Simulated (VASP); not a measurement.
A run of VASP 6.6.1:

The input INCAR:

```
SYSTEM = H6C2O
ALGO = Normal
EDIFF = 1E-6
ENCUT = 520
GGA = PE
ISIF = 2
ISMEAR = -1
IVDW = 12
LASPH = .TRUE.
LCHARG = .TRUE.
LELF = .TRUE.
LREAL = Auto
LVHAR = .TRUE.
LWAVE = .FALSE.
NBANDS = 64
NELM = 60
PREC = Accurate
SIGMA = 0.05
```

The input KPOINTS:

```
k-points
0
G
  1 1 1
  0 0 0
```

The input POSCAR:

```
H6C2O
1.0
    7.5290720000      0.0000000000      0.0000000000
    0.0000000000      7.5290720000      0.0000000000
    0.0000000000      0.0000000000      7.5290720000
C O H
8 4 24
Direct
    0.0713235310      0.2228030227      0.3292171997
    0.2474939807      0.2367091190      0.2459931317
    0.5422182176      0.5220032429      0.6205944106
    0.3688900837      0.4158414211      0.6813987169
    0.4122287581      0.7882246311      0.1039703167
    0.4301858184      0.6114432164      0.1932110624
    0.9090894602     -0.0976481564      1.0352139015
    0.7738005427      0.0500194446      0.9932299758
    0.2137846470      0.3242630699      0.0833701683
    0.3808304662      0.2180348388      0.7149221046
    0.5782120293      0.5038203911      0.1486637397
    0.7002058155      0.1066930958      1.1672222022
    0.2663542067      0.2595406180     -0.0163101110
    0.3527393549      0.3040348133      0.3250998264
    0.2995189845      0.0852296272      0.2165871172
    0.0737806731      0.2009145350      0.4661530664
    0.0113825449      0.3501361124      0.3562723268
   -0.0218752059      0.1346115431      0.2615461773
    0.5120551377      0.2145417124      0.7060896748
    0.3324712528      0.4789434873      0.8245239254
    0.2557685728      0.4181657447      0.6013357290
    0.5100628603      0.6630564829      0.6233039078
    0.6550209641      0.5037407000      0.7226787046
    0.6223608965      0.4933542939      0.4961966096
    0.6334645226      0.6028631417      0.0775128728
    0.4592863503      0.6322293106      0.3309969675
    0.3059341178      0.5306895724      0.2006223343
    0.3442522531      0.9019172615      0.1652926151
    0.5507451649      0.8250020720      0.1091236742
    0.3587693145      0.7845057133     -0.0309732727
    0.6671207288      0.2183536032      1.1383873072
    0.8799358009      0.1651066692      0.9411518445
    0.6620337805     -0.0165093387      0.9324787969
    0.9316818859     -0.1734609524      0.9181476814
    1.0351342104     -0.0512812203      1.0780744294
    0.8916769557     -0.1967573162      1.1365942576
```

Potentials or basis: VASP PAW PBE potentials, release 64 (C, O, H).

Run with:

```bash
$ cat potpaw_PBE.64/C/POTCAR potpaw_PBE.64/O/POTCAR potpaw_PBE.64/H/POTCAR > POTCAR
$ mpirun -np 1 vasp_gam > vasp.out
```

Hardware: 1 thread of Intel Xeon 8259CL (shared host).

**Question.** Estimate the wall time of this run.

**Answer.** It took 2.7 min on 1 thread of Intel Xeon 8259CL, with other jobs on the host, peak memory 0.38 GiB. Counts: scf iterations 17, k points 1.
